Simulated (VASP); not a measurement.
# HfC in VASP: further runs

HfC is run at these levels: r2SCAN; tasks: single point.

Everything below comes from runs of VASP 6.6.1. Logs are shortened: lines on timing, memory, paths and dates and some standing lists are left out, and cuts for length are marked.

**1. The cell of the first run**

The structure is cubic, space group Fm-3m (No. 225). The conventional cell has a = 4.555 Å, b = 4.555 Å, c = 4.555 Å, α = 90.00°, β = 90.00°, γ = 90.00°. Within 3.0 Å of Hf (site symmetry m-3m) lie 6 C at 2.28 Å. Within 3.0 Å of C (site symmetry m-3m) lie 6 Hf at 2.28 Å.

**2. Single point, r2SCAN**

The input, POSCAR:

```
HfC
1.0
    0.0000000000      2.2775377028      2.2775377028
    2.2775377028      0.0000000000      2.2775377028
    2.2775377028      2.2775377028      0.0000000000
Hf C
1 1
Direct
    0.5000000000      0.5000000000      0.5000000000
    0.0000000000      0.0000000000      0.0000000000
```

The input, INCAR.step1:

```
PREC = Accurate
ENCUT = 520
ISMEAR = -1
SIGMA = 0.02
LREAL = F
LASPH = T
NELM = 60
NBANDS = 14
GGA = PE
ALGO = Normal
EDIFF = 1E-4
LWAVE = T
LCHARG = F
```

The input, INCAR.step2:

```
PREC = Accurate
ENCUT = 520
EDIFF = 1E-7
ISMEAR = -1
SIGMA = 0.02
LREAL = F
LASPH = T
NELM = 60
ALGO = Normal
ISIF = 2
LWAVE = F
LCHARG = T
METAGGA = R2SCAN
LMIXTAU = T
LELF = T
LVHAR = T
NBANDS = 14
ISTART = 1
```

The input, KPOINTS:

```
regular mesh
0
Gamma
  15 15 15
```

Potentials or basis: VASP PAW PBE potentials, release 64 (Hf_pv, C).

Command:

```bash
$ cat potpaw_PBE.64/Hf_pv/POTCAR potpaw_PBE.64/C/POTCAR > POTCAR
$ cp INCAR.step1 INCAR
$ mpirun -np 1 vasp_std > vasp.out
$ cp INCAR.step2 INCAR
$ mpirun -np 1 vasp_std > vasp.out
```

OUTCAR:

```text
PREC = Accurate
   ENCUT = 520
   EDIFF = 1E-7
   ISMEAR = -1
   LREAL = F
   LASPH = T
   NELM = 60
   ISIF = 2
   METAGGA = R2SCAN
   ISTART = 1

 ion  position               nearest neighbor table
   1  0.500  0.500  0.500-   2 2.28   2 2.28   2 2.28   2 2.28   2 2.28   2 2.28
   2  0.000  0.000  0.000-   1 2.28   1 2.28   1 2.28   1 2.28   1 2.28   1 2.28

  LATTYP: Found a face centered cubic cell.
 ALAT       =     4.5550754056

  Lattice vectors:

 A1 = (   0.0000000000,   2.2775377028,   2.2775377028)
 A2 = (   2.2775377028,   0.0000000000,   2.2775377028)
 A3 = (   2.2775377028,   2.2775377028,   0.0000000000)

Analysis of symmetry for initial positions (statically):
=====================================================================
 Subroutine PRICEL returns:
 Original cell was already a primitive cell.

 Routine SETGRP: Setting up the symmetry group for a
 face centered cubic supercell.

 Subroutine GETGRP returns: Found 48 space group operations
 (whereof 48 operations were pure point group operations)
 out of a pool of 48 trial point group operations.

The static configuration has the point symmetry O_h .

Analysis of symmetry for dynamics (positions and initial velocities):
=====================================================================
 Subroutine PRICEL returns:
 Original cell was already a primitive cell.

 Routine SETGRP: Setting up the symmetry group for a
 face centered cubic supercell.

 Subroutine GETGRP returns: Found 48 space group operations
 (whereof 48 operations were pure point group operations)
 out of a pool of 48 trial point group operations.

The dynamic configuration has the point symmetry O_h .

 Subroutine INISYM returns: Found 48 space group operations
 (whereof 48 operations are pure point group operations),
 and found     1 'primitive' translations

----------------------------------------------------------------------------------------

                                     Primitive cell

  volume of cell :      23.6280

  direct lattice vectors                    reciprocal lattice vectors
     0.000000000  2.277537703  2.277537703    -0.219535334  0.219535334  0.219535334
     2.277537703  0.000000000  2.277537703     0.219535334 -0.219535334  0.219535334
     2.277537703  2.277537703  0.000000000     0.219535334  0.219535334 -0.219535334

  length of vectors
     3.220924708  3.220924708  3.220924708     0.380246352  0.380246352  0.380246352

  position of ions in fractional coordinates (direct lattice)
     0.500000000  0.500000000  0.500000000
[... 88 lines left out ...]
   PSTRESS=    0.0 pullay stress
   NELECT =      14.0000    total number of electrons
   NUPDOWN=      -1.0000    fix difference up-down
   EMIN   =  10.00;   EMAX   =-10.00  energy-range for DOS
   EFERMI =   0.00;   METHOD = LEGACY
   ISMEAR =    -1;   SIGMA  =   0.02  broadening in eV -4-tet -1-fermi 0-gaus
   EFERMI_NEDOS =   21; number of points for ismear=-14 and -15
   IALGO  =     38    algorithm
   IMIX   =      4    mixing-type and parameters
     AMIX     =   0.40;   BMIX     =  1.00
     AMIX_MAG =   1.60;   BMIX_MAG =  1.00
  volume/ion in A,a.u.               =      11.81        79.72
  Fermi-wavevector in a.u.,A,eV,Ry     =   1.375019  2.598409 25.724214  1.890676
  Thomas-Fermi vector in A             =   2.500393
   LORBIT       =      0    0 simple, 1 ext, 2 COOP (PROOUT), +10 PAW based schemes
   METAGGA = R2SCAN    functional components
   LHFCALC =     F    Hartree Fock is set to
   AEXX    =    0.0000 exact exchange contribution
   IVDW    =     0    specifies the selected vdW correction
   LEPSILON=     F    determine dielectric tensor
   LRPA    =     F    only Hartree local field effects (RPA)
 non-spin polarized calculation
  energy-cutoff  :      520.00
  volume of cell :       23.63
 maximum number of plane-waves:       650
   NGX = 11   NGY = 11   NGZ = 11

 number of electron      14.0000000 magnetization

 Free energy of the ion-electron system (eV)
  ---------------------------------------------------
  ext. energy  EPLUGINS =         0.00000000
  ---------------------------------------------------
  free energy    TOTEN  =       -57.28670724 eV

  energy without entropy =      -57.28618364  energy(sigma->0) =      -57.28644544

 E-fermi :   6.3639     XC(G=0): -13.4495

 val. band max:        6.3575017927   @ k =   0.4000   0.3333   0.0000
 cond. band min:       6.3985195379   @ k =   0.4667   0.4000   0.0000
 fundamental gap:      0.0410177452
 Fermi energy:         6.3638971020

 k-point     1 :       0.0000    0.0000    0.0000
  band No.  band energies     occupation
      1     -24.0635      2.00000
      2     -24.0635      2.00000
      3     -24.0635      2.00000
      4      -6.9770      2.00000
      5       7.4166      0.00000
      6       7.4166      0.00000
      7       7.4166      0.00000
      8       8.0308      0.00000
      9       8.0308      0.00000
     10       8.0308      0.00000
     11      10.1180      0.00000
     12      10.1180      0.00000
     13      14.6206      0.00000
     14      18.3165      0.00000
[... 377 lines left out ...]
      1     -24.3107      2.00000
      2     -24.1357      2.00000
      3     -24.1262      2.00000
      4      -5.9768      2.00000
      5       3.6176      2.00000
      6       5.6241      2.00000
      7       5.8845      2.00000
      8       7.3061      0.00000
      9      10.2900      0.00000
     10      10.6703      0.00000
     11      11.4317      0.00000
     12      13.5458      0.00000
     13      17.2475      0.00000
     14      19.5169      0.00000

 [... further k-points ...]

------------------------ aborting loop because EDIFF is reached ----------------------------------------

  FORCE on cell =-STRESS in cart. coord.  units (eV):
  Direction    XX          YY          ZZ          XY          YZ          ZX
  --------------------------------------------------------------------------------------
  -------------------------------------------------------------------------------------
  Total        2.1284310      2.1284310      2.1284310      0.0000000      0.0000000      0.0000000
  in kB      144.3256186    144.3256186    144.3256186      0.0000000      0.0000000      0.0000000
  external PRESSURE =     144.3256186 kB  Pullay stress =       0.0000000 kB

 VOLUME and BASIS-vectors are now :
 -----------------------------------------------------------------------------
  energy-cutoff  :      520.00
  volume of cell :       23.63
      direct lattice vectors                 reciprocal lattice vectors
     0.000000000  2.277537703  2.277537703    -0.219535334  0.219535334  0.219535334
     2.277537703  0.000000000  2.277537703     0.219535334 -0.219535334  0.219535334
     2.277537703  2.277537703  0.000000000     0.219535334  0.219535334 -0.219535334

 POSITION                                       TOTAL-FORCE (eV/Angst)
 -----------------------------------------------------------------------------------
      2.27754      2.27754      2.27754         0.000000     -0.000000      0.000000
      0.00000      0.00000      0.00000        -0.000000      0.000000     -0.000000
 -----------------------------------------------------------------------------------
    total drift:                                0.000000     -0.000000      0.000000

  FREE ENERGIE OF THE ION-ELECTRON SYSTEM (eV)
  ---------------------------------------------------
  free  energy   TOTEN  =       -57.2867072405 eV

  energy  without entropy=      -57.2861836394  energy(sigma->0) =      -57.28644544
```

OSZICAR.step1:

```text
N       E                     dE             d eps       ncg     rms          rms(c)
DAV:   1     0.228919927017E+02    0.22892E+02   -0.78408E+03  3368   0.995E+02
DAV:   2    -0.226263564454E+02   -0.45518E+02   -0.42832E+02  4248   0.202E+02
DAV:   3    -0.240863577279E+02   -0.14600E+01   -0.14547E+01  4086   0.262E+01
DAV:   4    -0.240921384456E+02   -0.57807E-02   -0.57804E-02  3912   0.205E+00
DAV:   5    -0.240921709123E+02   -0.32467E-04   -0.32467E-04  4106   0.137E-01    0.636E+01
DAV:   6    -0.210160271026E+02    0.30761E+01   -0.11518E+01  3756   0.183E+01    0.448E+01
DAV:   7    -0.209854960653E+02    0.30531E-01   -0.52393E-01  4224   0.509E+00    0.250E+01
DAV:   8    -0.209788066086E+02    0.66895E-02   -0.49364E-02  4044   0.176E+00    0.511E+00
DAV:   9    -0.209745893665E+02    0.42172E-02   -0.17266E-02  3810   0.730E-01    0.190E+00
DAV:  10    -0.209743036770E+02    0.28569E-03   -0.12029E-03  4256   0.257E-01    0.489E-02
DAV:  11    -0.209743017214E+02    0.19556E-05   -0.60456E-05  2592   0.686E-02
   1 F= -.20974302E+02 E0= -.20973991E+02  d E =-.621964E-03
```

Run time: 94 s. Hardware: 1 thread of AMD EPYC 7R13, shared host; peak memory 0.18 GiB.

Results:

| Item | Value |
| --- | --- |
| Free energy | -57.2867 eV |
| Pressure | 14.4 GPa |
| Band gap on the k mesh | zero (band 7 reaches 7.42 eV, above the bottom of band 8 at 5.90 eV) |

Caveat: the PAW data sets were made with another functional, which shifts forces and pressure a little; spin-orbit coupling is left out, which moves the levels of the heavy elements.

**3. Single point, r2SCAN**

This run uses another cell than the first one, of 12.19 Å³/atom, 1.032 times its volume.

The input, POSCAR:

```
HfC
1.0
    0.0000000000      2.3015135458      2.3015135458
    2.3015135458      0.0000000000      2.3015135458
    2.3015135458      2.3015135458      0.0000000000
Hf C
1 1
Direct
    0.5000000000      0.5000000000      0.5000000000
    0.0000000000      0.0000000000      0.0000000000
```

The input, INCAR.step1:

```
SYSTEM = HfC
ALGO = Normal
EDIFF = 1E-4
ENCUT = 520
GGA = PE
ISMEAR = -1
LASPH = .True.
LCHARG = .False.
LREAL = .False.
LWAVE = .True.
NBANDS = 14
NELM = 100
PREC = Accurate
SIGMA = 0.02
```

The input, INCAR.step2:

```
SYSTEM = HfC
ALGO = Normal
EDIFF = 1E-6
ENCUT = 520
ISIF = 2
ISMEAR = -1
ISTART = 1
LASPH = .True.
LCHARG = .False.
LMIXTAU = .True.
LREAL = .False.
LWAVE = .False.
METAGGA = R2SCAN
NBANDS = 14
NELM = 100
PREC = Accurate
SIGMA = 0.02
```

The input, KPOINTS:

```
k-points
0
Gamma
  15 15 15
  0 0 0
```

Potentials or basis: VASP PAW PBE potentials, release 64 (Hf_pv, C).

Command:

```bash
$ cat potpaw_PBE.64/Hf_pv/POTCAR potpaw_PBE.64/C/POTCAR > POTCAR
$ cp INCAR.step1 INCAR
$ mpirun -np 1 vasp_std > vasp.out
$ cp INCAR.step2 INCAR
$ mpirun -np 1 vasp_std > vasp.out
```

It took 67 s on 1 thread of AMD EPYC 7R13, shared host; peak memory 0.18 GiB.

The run converged. Its results:

```yaml
Free_energy: -57.3329 eV
Pressure: 5.3 GPa
Band_gap_on_the_k_mesh: zero (band 7 reaches 7.15 eV, above the bottom of band 8 at 5.66 eV)
```

Levels at points of the mesh, in eV from the Fermi level:
| k point | band 3 | band 4 | band 5 | band 6 | band 7 | band 8 | band 9 | band 10 | band 11 | band 12 |
| --- | --- | --- | --- | --- | --- | --- | --- | --- | --- | --- |
| (0.00, 0.00, 0.00) | -30.58 | -13.18 | 1.04 | 1.04 | 1.04 | 1.66 | 1.66 | 1.66 | 3.65 | 3.65 |

Caveat: the PAW data sets were made with another functional, which shifts forces and pressure a little; spin-orbit coupling is left out, which moves the levels of the heavy elements.

**4. Single point, r2SCAN**

This run uses another cell than the first one, of 12.57 Å³/atom, 1.064 times its volume.

The input, POSCAR:

```
HfC
1.0
    0.0000000000      2.3250000000      2.3250000000
    2.3250000000      0.0000000000      2.3250000000
    2.3250000000      2.3250000000      0.0000000000
Hf C
1 1
Direct
    0.5000000000      0.5000000000      0.5000000000
    0.0000000000      0.0000000000      0.0000000000
```

Changes to INCAR.step1 since step 3:

```diff
@@ -11,3 +11,3 @@
 NBANDS = 14
-NELM = 100
+NELM = 80
 PREC = Accurate
```

The input, INCAR.step2:

```
SYSTEM = HfC
ALGO = Normal
EDIFF = 1E-7
ENCUT = 520
ISIF = 2
ISMEAR = -1
ISTART = 1
LASPH = .True.
LCHARG = .True.
LELF = .True.
LMIXTAU = .True.
LREAL = .False.
LVHAR = .True.
LWAVE = .False.
METAGGA = R2SCAN
NBANDS = 14
NELM = 80
PREC = Accurate
SIGMA = 0.02
```

KPOINTS is that of step 3.

Command:

```bash
$ cat potpaw_PBE.64/Hf_pv/POTCAR potpaw_PBE.64/C/POTCAR > POTCAR
$ cp INCAR.step1 INCAR
$ mpirun -np 1 vasp_std > vasp.out
$ cp INCAR.step2 INCAR
$ mpirun -np 1 vasp_std > vasp.out
```

Run time: 84 s. Hardware: 1 thread of AMD EPYC 7R13, shared host; peak memory 0.18 GiB.

It converged, with:

```
Free energy            : -57.3393 eV
Pressure               : -2.5 GPa
Band gap on the k mesh : zero (band 7 reaches 6.90 eV, above the bottom of band 8 at 5.42 eV)
```

Levels at points of the mesh, in eV from the Fermi level:
```tsv
k point	band 4	band 5	band 6	band 7	band 8	band 9	band 10	band 11
(0.00, 0.00, 0.00)	-13.02	1.02	1.02	1.02	1.65	1.65	1.65	3.56
```

Caveat: the PAW data sets were made with another functional, which shifts forces and pressure a little; spin-orbit coupling is left out, which moves the levels of the heavy elements.

**5. Single point, r2SCAN**

This run uses another cell than the first one, of 12.95 Å³/atom, 1.096 times its volume.

The input, POSCAR:

```
HfC
1.0
    0.0000000000      2.3480212992      2.3480212992
    2.3480212992      0.0000000000      2.3480212992
    2.3480212992      2.3480212992      0.0000000000
Hf C
1 1
Direct
    0.5000000000      0.5000000000      0.5000000000
    0.0000000000      0.0000000000      0.0000000000
```

The input, INCAR.step1:

```
PREC = Accurate
ENCUT = 520
ISMEAR = -1
SIGMA = 0.02
LREAL = False
LASPH = True
NELM = 60
NBANDS = 14
GGA = PE
ALGO = Normal
EDIFF = 1E-4
LWAVE = True
LCHARG = False
```

The input, INCAR.step2:

```
PREC = Accurate
ENCUT = 520
EDIFF = 1E-6
ISMEAR = -1
SIGMA = 0.02
LREAL = False
LASPH = True
NELM = 60
ALGO = Normal
ISIF = 2
LWAVE = False
LCHARG = False
METAGGA = R2SCAN
LMIXTAU = True
NBANDS = 14
ISTART = 1
```

The input, KPOINTS:

```
Automatic mesh
0
Gamma
  15 15 15
```

Command:

```bash
$ cat potpaw_PBE.64/Hf_pv/POTCAR potpaw_PBE.64/C/POTCAR > POTCAR
$ cp INCAR.step1 INCAR
$ mpirun -np 1 vasp_std > vasp.out
$ cp INCAR.step2 INCAR
$ mpirun -np 1 vasp_std > vasp.out
```

Run time: 2.9 min. Hardware: 1 thread of AMD EPYC 7R13, shared host; peak memory 0.2 GiB.

The run converged. Its results:

| Property | Result |
| --- | --- |
| Free energy | -57.3116 eV |
| Pressure | -9.3 GPa |
| Band gap on the k mesh | zero (band 7 reaches 6.66 eV, above the bottom of band 8 at 5.24 eV) |

Levels at points of the mesh, in eV from the Fermi level:
```csv
k point,band 3,band 4,band 5,band 6,band 7,band 8,band 9,band 10,band 11,band 12
"(0.00, 0.00, 0.00)",-30.89,-12.86,1.01,1.01,1.01,1.64,1.64,1.64,3.46,3.46
```

Caveat: the PAW data sets were made with another functional, which shifts forces and pressure a little; spin-orbit coupling is left out, which moves the levels of the heavy elements.

(Continued in part 2 of 2.)
